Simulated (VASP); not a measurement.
Input of a VASP 6.6.1 run:

Contents of INCAR:

```
ALGO = Fast
EDIFF = 1E-6
EDIFFG = -0.01
ENCUT = 600
GGA = PE
IBRION = 2
ISIF = 3
ISMEAR = 0
LASPH = T
LCHARG = F
LREAL = F
LWAVE = F
NELM = 100
NSW = 100
PREC = Accurate
SIGMA = 0.1
```

Contents of KPOINTS:

```
k-points
0
Gamma
  12 12 12
```

File POSCAR:

```
SiNi3
1.0
    3.9045668656      0.0000000000      0.0000000000
   -1.9522834328      3.3814540964      0.0000000000
    0.0000000000      0.0000000000      4.2068712172
Si Ni
1 3
Direct
    0.0000000000      0.0000000000      0.0000000000
    0.6666666667      0.3333333333      0.0000000000
    0.0000000000      0.0000000000      0.5000000000
    0.3333333333      0.6666666667      0.5000000000
```

Potentials or basis: VASP PAW PBE potentials, release 64 (Si, Ni).

Command:

```sh
$ cat potpaw_PBE.64/Si/POTCAR potpaw_PBE.64/Ni/POTCAR > POTCAR
$ mpirun -np 1 vasp_std > vasp.out
```

(1) What does it give for the relaxed cell?

(2) What does it give for the relaxed volume?

(3) What does it give for the space group after relaxing (to 0.05 Å)?

(4) What does it give for the band gap on the k mesh?

Results:

(1) a = 3.909 Å, b = 3.909 Å, c = 4.203 Å, α = 90.00°, β = 90.00°, γ = 120.00°.

(2) 13.90 Å³/atom.

(3) P-6m2 (No. 187).

(4) zero (band 17 reaches 7.59 eV, above the bottom of band 18 at 7.18 eV).
